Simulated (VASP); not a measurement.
A run of VASP 6.6.1:

The input INCAR:

```
PREC = Accurate ; ENCUT = 520
EDIFF = 1E-7 ; ISMEAR = 0
SIGMA = 0.02 ; LREAL = F
LASPH = T ; NELM = 100
ALGO = Normal ; ISIF = 2
LWAVE = F ; LCHARG = F
GGA = PS ; NBANDS = 39
```

File KPOINTS:

```
regular mesh
0
Gamma
  6 6 4
```

The input POSCAR:

```
Te2Pb3Se
1.0
    4.5602558890      0.0000000000      0.0000000000
   -2.2801279445      3.9492974476      0.0000000000
    0.0000000000      0.0000000000     11.1720650825
Te Pb Se
2 3 1
Direct
    0.3333333333      0.6666666667      0.6733831135
    0.6666666667      0.3333333333      0.3266168865
    0.6666666667      0.3333333333      0.8473269858
    0.0000000000      0.0000000000      0.5000000000
    0.3333333333      0.6666666667      0.1526730142
    0.0000000000      0.0000000000      0.0000000000
```

Potentials or basis: VASP PAW PBE potentials, release 64 (Te, Pb_d, Se).

Command:

```console
$ cat potpaw_PBE.64/Te/POTCAR potpaw_PBE.64/Pb_d/POTCAR potpaw_PBE.64/Se/POTCAR > POTCAR
$ mpirun -np 1 vasp_std > vasp.out
```

Hardware: 1 thread of Intel(R) Xeon(R) Platinum 8124M CPU @ 3.00GHz (Skylake/Cascade Lake), with other jobs on the host.

Estimate the wall time of this run.

Run time: 3.7 min on 1 thread of Intel(R) Xeon(R) Platinum 8124M CPU @ 3.00GHz (Skylake/Cascade Lake), on a shared host, peak memory 0.42 GiB. Counts: scf iterations 16, k points 24.
